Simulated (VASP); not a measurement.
Write the native input for VASP 6.6.1 that does the following.

* Task: relaxation of cell and atoms
* Functional: PBEsol
* Potentials or basis: VASP PAW PBE potentials, release 64 (Li_sv, S)
* Cutoff: 750 eV
* k mesh: 8 × 8 × 8
* Occupations: fermi-dirac, width 0.02 eV
* Spin: no spin polarisation
* Dipole correction: no
* Further INCAR settings: ALGO = Normal; EDIFF = 1e-07; IBRION = 2; EDIFFG = -0.005; NSW = 80; ISIF = 3

The structure of Li2S lies in POSCAR:

```
Li2S
1.0
    0.0000000000      2.8528159655      2.8528159655
    2.8528159655      0.0000000000      2.8528159655
    2.8528159655      2.8528159655      0.0000000000
Li S
2 1
Direct
    0.2500000000      0.2500000000      0.2500000000
    0.7500000000      0.7500000000      0.7500000000
    0.0000000000      0.0000000000      0.0000000000
```

The input as run:

INCAR

```
SYSTEM = Li2S
PREC = Accurate ; ENCUT = 750
EDIFF = 1E-7 ; ISMEAR = -1
SIGMA = 0.02 ; LREAL = .False.
LASPH = .True. ; NELM = 120
ALGO = Normal ; ISIF = 3
LWAVE = .False. ; LCHARG = .False.
GGA = PS ; IBRION = 2
NSW = 80 ; EDIFFG = -0.005
GGA_COMPAT = .False. ; NELMIN = 4
```

KPOINTS

```
Automatic mesh
0
Gamma
  8 8 8
  0 0 0
```

Potentials or basis: VASP PAW PBE potentials, release 64 (Li_sv, S).

Command:

```console
$ cat potpaw_PBE.64/Li_sv/POTCAR potpaw_PBE.64/S/POTCAR > POTCAR
$ mpirun -np 1 vasp_std > vasp.out
```

It gave:

| Quantity | Value |
| --- | --- |
| Relaxed volume | 15.07 Å³/atom |
| Relaxed cell | a = 3.999 Å, b = 3.999 Å, c = 3.999 Å, α = 60.00°, β = 60.00°, γ = 60.00° |
| Space group after relaxing (to 0.1 Å) | Fm-3m (No. 225) |
| Energy gained by relaxing | 1.4 meV/atom |
| Ionic steps | 3 |
| Pressure after relaxing | 0.0 GPa |
| Band gap on the k mesh | 3.20 eV (least direct gap 4.22 eV) |

Caveat: the PAW data sets were made with another functional, which shifts forces and pressure a little.

It took 82 s on 1 thread of Intel Xeon 8259CL (shared host), peak memory 0.21 GiB.
